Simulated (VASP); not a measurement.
Input of a VASP 6.6.1 run:

File INCAR:

```
SYSTEM = AlP
  ALGO = Normal
  EDIFF = 1E-6
  ENCUT = 500
  GGA = CA
  GGA_COMPAT = .FALSE.
  ISIF = 2
  ISMEAR = -1
  LASPH = .TRUE.
  LCHARG = .FALSE.
  LREAL = .FALSE.
  LWAVE = .FALSE.
  NBANDS = 11
  NELM = 120
  PREC = Accurate
  SIGMA = 0.05
```

The input KPOINTS:

```
k-points
0
G
  12 12 12
  0 0 0
```

Contents of POSCAR:

```
AlP
1.0
    0.0000000000      2.6033366665      2.6033366665
    2.6033366665      0.0000000000      2.6033366665
    2.6033366665      2.6033366665      0.0000000000
Al P
1 1
Direct
    0.0000000000      0.0000000000      0.0000000000
    0.2500000000      0.2500000000      0.2500000000
```

Potentials or basis: VASP PAW LDA potentials, release 64 (Al, P).

Run with:

```sh
$ cat potpaw_LDA.64/Al/POTCAR potpaw_LDA.64/P/POTCAR > POTCAR
$ mpirun -np 1 vasp_std > vasp.out
```

(1) Estimate the band gap on the k mesh.

(2) What does it give for the pressure?

## Answers

(1) 1.13 eV, indirect (least direct gap 3.56 eV).

(2) 15.1 GPa.
